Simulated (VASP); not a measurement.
# BAs (F-43m) in VASP: a series of runs

BAs is run at these levels: r2SCAN; tasks: single point.

Everything below comes from runs of VASP 6.6.1. Logs are shortened: lines on timing, memory, paths and dates and some standing lists are left out, and cuts for length are marked.

**1. The cell of the first run**

It takes space group F-43m (No. 216, cubic). The conventional cell has a = 4.784 Å, b = 4.784 Å, c = 4.784 Å, α = 90.00°, β = 90.00°, γ = 90.00°. B (site symmetry -43m) has 4 As at 2.07 Å within 2.7 Å. Within 2.7 Å of As (site symmetry -43m) lie 4 B at 2.07 Å.

**2. Single point, r2SCAN**

File POSCAR:

```
BAs
1.0
    0.0000000000      2.3919171944      2.3919171944
    2.3919171944      0.0000000000      2.3919171944
    2.3919171944      2.3919171944      0.0000000000
B As
1 1
Direct
    0.0000000000      0.0000000000      0.0000000000
    0.2500000000      0.2500000000      0.2500000000
```

File INCAR.step1:

```
SYSTEM = BAs
PREC = Accurate ; ENCUT = 520
ISMEAR = 0 ; SIGMA = 0.02
LREAL = .False. ; LASPH = .True.
NELM = 80 ; NBANDS = 11
GGA = PE ; ALGO = Normal
EDIFF = 1E-4 ; LWAVE = .True.
LCHARG = .False.
```

File INCAR.step2:

```
SYSTEM = BAs
PREC = Accurate ; ENCUT = 520
EDIFF = 1E-6 ; ISMEAR = 0
SIGMA = 0.02 ; LREAL = .False.
LASPH = .True. ; NELM = 80
ALGO = Normal ; ISIF = 2
LWAVE = .False. ; LCHARG = .False.
METAGGA = R2SCAN ; LMIXTAU = .True.
NBANDS = 11 ; ISTART = 1
```

File KPOINTS:

```
Automatic mesh
0
Gamma
  10 10 10
  0 0 0
```

Potentials or basis: VASP PAW PBE potentials, release 64 (B, As).

On the command line:

```
cat potpaw_PBE.64/B/POTCAR potpaw_PBE.64/As/POTCAR > POTCAR
cp INCAR.step1 INCAR
mpirun -np 1 vasp_std > vasp.out
cp INCAR.step2 INCAR
mpirun -np 1 vasp_std > vasp.out
```

OUTCAR:

```text
SYSTEM = BAs
   PREC = Accurate
   ENCUT = 520
   EDIFF = 1E-6
   ISMEAR = 0
   LREAL = .False.
   LASPH = .True.
   NELM = 80
   ISIF = 2
   METAGGA = R2SCAN
   ISTART = 1

 ion  position               nearest neighbor table
   1  0.000  0.000  0.000-   2 2.07   2 2.07   2 2.07   2 2.07
   2  0.250  0.250  0.250-   1 2.07   1 2.07   1 2.07   1 2.07

  LATTYP: Found a face centered cubic cell.
 ALAT       =     4.7838343888

  Lattice vectors:

 A1 = (   0.0000000000,   2.3919171944,   2.3919171944)
 A2 = (   2.3919171944,   0.0000000000,   2.3919171944)
 A3 = (   2.3919171944,   2.3919171944,   0.0000000000)

Analysis of symmetry for initial positions (statically):
=====================================================================
 Subroutine PRICEL returns:
 Original cell was already a primitive cell.

 Routine SETGRP: Setting up the symmetry group for a
 face centered cubic supercell.

 Subroutine GETGRP returns: Found 24 space group operations
 (whereof 24 operations were pure point group operations)
 out of a pool of 48 trial point group operations.

The static configuration has the point symmetry T_d .

Analysis of symmetry for dynamics (positions and initial velocities):
=====================================================================
 Subroutine PRICEL returns:
 Original cell was already a primitive cell.

 Routine SETGRP: Setting up the symmetry group for a
 face centered cubic supercell.

 Subroutine GETGRP returns: Found 24 space group operations
 (whereof 24 operations were pure point group operations)
 out of a pool of 48 trial point group operations.

The dynamic configuration has the point symmetry T_d .

 Subroutine INISYM returns: Found 24 space group operations
 (whereof 24 operations are pure point group operations),
 and found     1 'primitive' translations

----------------------------------------------------------------------------------------

                                     Primitive cell

  volume of cell :      27.3696

  direct lattice vectors                    reciprocal lattice vectors
     0.000000000  2.391917194  2.391917194    -0.209037337  0.209037337  0.209037337
     2.391917194  0.000000000  2.391917194     0.209037337 -0.209037337  0.209037337
     2.391917194  2.391917194  0.000000000     0.209037337  0.209037337 -0.209037337

  length of vectors
     3.382681736  3.382681736  3.382681736     0.362063288  0.362063288  0.362063288

  position of ions in fractional coordinates (direct lattice)
     0.000000000  0.000000000  0.000000000
     0.250000000  0.250000000  0.250000000

  ion indices of the primitive-cell ions
   primitive index   ion index
                 1           1
                 2           2

----------------------------------------------------------------------------------------

 KPOINTS: Automatic mesh

Automatic generation of k-mesh.
 Grid dimensions read from file:
 generate k-points for:   10   10   10

 Generating k-lattice:

  Cartesian coordinates                     Fractional coordinates (reciprocal lattice)
    -0.020903734  0.020903734  0.020903734     0.100000000  0.000000000  0.000000000
     0.020903734 -0.020903734  0.020903734     0.000000000  0.100000000  0.000000000
     0.020903734  0.020903734 -0.020903734     0.000000000  0.000000000  0.100000000

  Length of vectors
     0.036206329  0.036206329  0.036206329

  Shift w.r.t. Gamma in fractional coordinates (k-lattice)
     0.000000000  0.000000000  0.000000000

 Subroutine IBZKPT returns following result:
 ===========================================

 Found     47 irreducible k-points:

 Following reciprocal coordinates:
            Coordinates               Weight
  0.000000  0.000000  0.000000      1.000000
  0.100000  0.000000  0.000000      8.000000
  0.200000  0.000000  0.000000      8.000000
  0.300000  0.000000  0.000000      8.000000
  0.400000  0.000000  0.000000      8.000000
  0.500000  0.000000  0.000000      4.000000
[... 16 lines left out ...]
  0.300000  0.300000  0.000000      6.000000
  0.400000  0.300000  0.000000     24.000000
 [... further k-points ...]
   k-points           NKPTS =     47   k-points in BZ     NKDIM =     47   number of bands    NBANDS=     11
   number of dos      NEDOS =    301   number of ions     NIONS =      2
   total plane-waves  NPLWV =  21952
   dimension x,y,z NGX =    28 NGY =   28 NGZ =   28
   dimension x,y,z NGXF=    56 NGYF=   56 NGZF=   56
   ions per type =               1   1
   NGX,Y,Z   is equivalent  to a cutoff of  13.76, 13.76, 13.76 a.u.
   NGXF,Y,Z  is equivalent  to a cutoff of  27.52, 27.52, 27.52 a.u.
 SYSTEM =  BAs
   PREC   = accura    normal or accurate (medium, high low for compatibility)
   ISTART =      1    job   : 0-new  1-cont  2-samecut
   ICHARG =      0    charge: 1-file 2-atom 10-const
   ISPIN  =      1    spin polarized calculation?
   LNONCOLLINEAR =      F non collinear calculations
   LSORBIT =      F    spin-orbit coupling
   LASPH  =      T    aspherical Exc in radial PAW
   ENCUT  =  520.0 eV  38.22 Ry    6.18 a.u.   6.29  6.29  6.29*2*pi/ulx,y,z
   NELM   =     80;   NELMIN=  2; NELMDL=  0     # of ELM steps
   EDIFF  = 0.1E-05   stopping-criterion for ELM
   LREAL  =      F    real-space projection
   EDIFFG = 0.1E-04   stopping-criterion for IOM
   NSW    =      0    number of steps for IOM
   IBRION =     -1    ionic relax: 0-MD 1-quasi-New 2-CG
   NFREE  =      0    steps in history (QN), initial steepest desc. (CG)
   ISIF   =      2    stress and relaxation
   ISYM   =      2    0-nonsym 1-usesym 2-fastsym
   POTIM  = 0.5000    time-step for ionic-motion
   TEBEG  =    0.0;   TEEND  =   0.0 temperature during run
   PSTRESS=    0.0 pullay stress
   NELECT =       8.0000    total number of electrons
   NUPDOWN=      -1.0000    fix difference up-down
   EMIN   =  10.00;   EMAX   =-10.00  energy-range for DOS
   EFERMI =   0.00;   METHOD = LEGACY
   ISMEAR =     0;   SIGMA  =   0.02  broadening in eV -4-tet -1-fermi 0-gaus
   EFERMI_NEDOS =   21; number of points for ismear=-14 and -15
   IALGO  =     38    algorithm
   IMIX   =      4    mixing-type and parameters
     AMIX     =   0.40;   BMIX     =  1.00
     AMIX_MAG =   1.60;   BMIX_MAG =  1.00
  volume/ion in A,a.u.               =      13.68        92.35
  Fermi-wavevector in a.u.,A,eV,Ry     =   1.086464  2.053119 16.060373  1.180404
  Thomas-Fermi vector in A             =   2.222601
   LORBIT       =      0    0 simple, 1 ext, 2 COOP (PROOUT), +10 PAW based schemes
   METAGGA = R2SCAN    functional components
   LHFCALC =     F    Hartree Fock is set to
   AEXX    =    0.0000 exact exchange contribution
   IVDW    =     0    specifies the selected vdW correction
   LEPSILON=     F    determine dielectric tensor
   LRPA    =     F    only Hartree local field effects (RPA)
 non-spin polarized calculation
 Gauss-broadening in eV      SIGMA  =   0.02
  energy-cutoff  :      520.00
  volume of cell :       27.37
 maximum number of plane-waves:       754
 NGX is ok and might be reduce to    28
   NGX = 13   NGY = 13   NGZ = 13

 number of electron       8.0000000 magnetization

 Free energy of the ion-electron system (eV)
  ---------------------------------------------------
  ext. energy  EPLUGINS =         0.00000000
  ---------------------------------------------------
  free energy    TOTEN  =       -22.25610901 eV

  energy without entropy =      -22.25610901  energy(sigma->0) =      -22.25610901

 E-fermi :   6.0853     XC(G=0): -11.1139

 val. band max:        5.9758597066   @ k =   0.0000   0.0000   0.0000
 cond. band min:       7.3506070259   @ k =   0.4000   0.4000   0.0000
 fundamental gap:      1.3747473193
 Fermi energy:         6.0853151962

 k-point     1 :       0.0000    0.0000    0.0000
  band No.  band energies     occupation
      1     -10.1417      2.00000
      2       5.9759      2.00000
      3       5.9759      2.00000
      4       5.9759      2.00000
      5       9.4165      0.00000
      6       9.4165      0.00000
      7       9.4165      0.00000
      8      11.0708      0.00000
      9      16.3313      0.00000
     10      19.3998      0.00000
     11      19.3998      0.00000

 k-point     2 :       0.1000    0.0000    0.0000
  band No.  band energies     occupation
      1      -9.9699      2.00000
      2       4.5088      2.00000
      3       5.6557      2.00000
      4       5.6557      2.00000
      5       9.6414      0.00000
      6       9.8387      0.00000
      7       9.8387      0.00000
      8      11.9565      0.00000
      9      16.9832      0.00000
     10      18.3867      0.00000
     11      18.3867      0.00000

 k-point     3 :       0.2000    0.0000    0.0000
  band No.  band energies     occupation
      1      -9.4630      2.00000
      2       2.0303      2.00000
      3       5.0467      2.00000
      4       5.0467      2.00000
      5       9.4554      0.00000
      6      10.6018      0.00000
      7      10.6018      0.00000
      8      13.7000      0.00000
      9      17.6633      0.00000
     10      17.6633      0.00000
     11      17.9797      0.00000

 k-point     4 :       0.3000    0.0000    0.0000
  band No.  band energies     occupation
      1      -8.6590      2.00000
      2      -0.3685      2.00000
      3       4.5083      2.00000
      4       4.5083      2.00000
      5       9.1797      0.00000
      6      11.0336      0.00000
      7      11.0336      0.00000
      8      15.0892      0.00000
      9      18.0704      0.00000
     10      18.1495      0.00000
     11      18.1495      0.00000

 k-point     5 :       0.4000    0.0000    0.0000
  band No.  band energies     occupation
      1      -7.6966      2.00000
      2      -2.3319      2.00000
      3       4.1628      2.00000
      4       4.1628      2.00000
      5       8.9898      0.00000
      6      11.0663      0.00000
      7      11.0663      0.00000
      8      15.5412      0.00000
      9      18.8515      0.00000
     10      19.7743      0.00000
     11      19.7743      0.00000
[... 211 lines left out ...]
 k-point    21 :      -0.3000    0.2000    0.0000
  band No.  band energies     occupation
      1      -7.4704      2.00000
      2      -1.4244      2.00000
      3       1.1461      2.00000
      4       3.9083      2.00000
      5       9.7944      0.00000
      6      12.2441      0.00000
      7      12.6212      0.00000
      8      14.6804      0.00000
      9      17.1870      0.00000
     10      18.7829      0.00000
     11      22.2028      0.00000

 k-point    22 :      -0.2000    0.2000    0.0000
  band No.  band energies     occupation
      1      -8.3823      2.00000
      2       0.2201      2.00000
      3       1.7209      2.00000
      4       4.6035      2.00000
      5      10.2190      0.00000
      6      11.3716      0.00000
      7      12.3635      0.00000
      8      13.5126      0.00000
      9      16.3458      0.00000
     10      19.3715      0.00000
     11      21.0405      0.00000

 k-point    23 :       0.3000    0.3000    0.0000
  band No.  band energies     occupation
      1      -8.1327      2.00000
      2       0.4731      2.00000
      3       2.6189      2.00000
      4       2.6189      2.00000
      5       7.5663      0.00000
      6       9.9613      0.00000
      7      14.9380      0.00000
      8      14.9380      0.00000
      9      17.7366      0.00000
     10      21.6613      0.00000
     11      21.9436      0.00000

 k-point    24 :       0.4000    0.3000    0.0000
  band No.  band energies     occupation
      1      -7.3660      2.00000
      2      -0.8423      2.00000
      3       1.8101      2.00000
      4       2.3069      2.00000
      5       7.8844      0.00000
      6       9.6844      0.00000
      7      15.3604      0.00000
      8      15.5923      0.00000
      9      18.8911      0.00000
     10      22.5317      0.00000
     11      22.6938      0.00000

 [... further k-points ...]
[... 5 lines left out ...]
  --------------------------------------------------------------------------------------
  -------------------------------------------------------------------------------------
  Total        0.0420242      0.0420242      0.0420242      0.0000000      0.0000000      0.0000000
  in kB        2.4600372      2.4600372      2.4600372      0.0000000      0.0000000      0.0000000
  external PRESSURE =       2.4600372 kB  Pullay stress =       0.0000000 kB

 VOLUME and BASIS-vectors are now :
 -----------------------------------------------------------------------------
  energy-cutoff  :      520.00
  volume of cell :       27.37
      direct lattice vectors                 reciprocal lattice vectors
     0.000000000  2.391917194  2.391917194    -0.209037337  0.209037337  0.209037337
     2.391917194  0.000000000  2.391917194     0.209037337 -0.209037337  0.209037337
     2.391917194  2.391917194  0.000000000     0.209037337  0.209037337 -0.209037337

 POSITION                                       TOTAL-FORCE (eV/Angst)
 -----------------------------------------------------------------------------------
      0.00000      0.00000      0.00000        -0.000000     -0.000000     -0.000000
      1.19596      1.19596      1.19596         0.000000      0.000000      0.000000
 -----------------------------------------------------------------------------------
    total drift:                               -0.000000     -0.000000     -0.000000

  FREE ENERGIE OF THE ION-ELECTRON SYSTEM (eV)
  ---------------------------------------------------
  free  energy   TOTEN  =       -22.2561090091 eV

  energy  without entropy=      -22.2561090091  energy(sigma->0) =      -22.25610901
```

Wall time 44 s (1 thread of Intel Xeon Platinum 8488C (Sapphire Rapids), shared host); peak memory 0.16 GiB.

What came out:

```yaml
Free_energy: -22.2561 eV
Pressure: 0.2 GPa
Band_gap_on_the_k_mesh: 1.37 eV, indirect (least direct gap 3.44 eV)
```

Caveat: the PAW data sets were made with another functional, which shifts forces and pressure a little. A k mesh can miss the band edges.

(Continued in part 2 of 2.)
